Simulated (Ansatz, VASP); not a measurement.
Y2SiSe: VASP beside Ansatz

The input INCAR:

```
SYSTEM = Y2SiSe
ALGO = Normal
EDIFF = 1E-7
EDIFFG = -0.04
ENCUT = 600
GGA = PE
IBRION = 2
ISIF = 3
ISMEAR = 0
LASPH = .True.
LCHARG = .False.
LREAL = .False.
LWAVE = .False.
NELM = 100
NSW = 90
PREC = Accurate
SIGMA = 0.1
```

KPOINTS

```
k-points
0
Gamma
  4 4 6
  0 0 0
```

POSCAR

```
Y2SiSe
1.0
    5.2050042318      0.0000000000      0.0000000000
    0.0000000000      5.2050042318      0.0000000000
    0.0000000000      0.0000000000      3.4664401723
Y Si Se
2 1 1
Direct
    0.5000000000      0.0000000000      0.9020282722
    0.0000000000      0.5000000000      0.9020282722
    0.5000000000      0.5000000000      0.4575745597
    0.0000000000      0.0000000000      0.2619402860
```

Input for Ansatz:

```yaml
crystal:
  lattice:
    - [5.2050042318, 0.0, 0.0]
    - [0.0, 5.2050042318, 0.0]
    - [0.0, 0.0, 3.4664401723]
  atoms:
    - { symbol: "Y", position: [0.5, 0.0, 0.9020282722] }
    - { symbol: "Y", position: [0.0, 0.5, 0.9020282722] }
    - { symbol: Si, position: [0.5, 0.5, 0.4575745597] }
    - { symbol: Se, position: [0.0, 0.0, 0.261940286] }
basis:
  ecutwfc: 420
kpoints:
  mp_grid: { grid: [4, 4, 6] }
hamiltonian:
  xc: pbe
scf:
  occupations: { method: gaussian, width: 0.1 }
  lower_state_search: "off"
output:
  forces: true
  stress: true
  eigenvalues: true
relax:
  adjacent_minimum: "off"
  f_tol: 0.04
  max_steps: 70
  cell: { stress_tol: 0.4 }
```

Alike in both runs: task relaxation of cell and atoms; functional PBE; k mesh 4 × 4 × 6; occupations gaussian, width 0.1 eV; no spin polarisation.

```csv
,VASP,Ansatz
version,VASP 6.6.1,Ansatz 0.2.0
potentials or method,"VASP PAW PBE potentials, release 64 (Y_sv, Si, Se), cutoff 600 eV","scalar-relativistic, plane waves, PAW"
valence electrons in the cell,32,42
```

|  | VASP | Ansatz | Ansatz less VASP |
| --- | --- | --- | --- |
| gap on the k mesh at the Fermi level, each at its own relaxed structure (eV) | none | none | - |
| relaxed volume (Å³/atom) | 23.55 | 23.56 | +0.009 |
| relaxed cell length with the largest relative difference (Å) | 3.511 | 3.513 | +0.0015 |

A gap of «none» marks a metal or a gap that the smearing closes. VASP's potentials hold 32 valence electrons a cell and Ansatz's 42, so a difference there can come from the potentials and not from the codes.
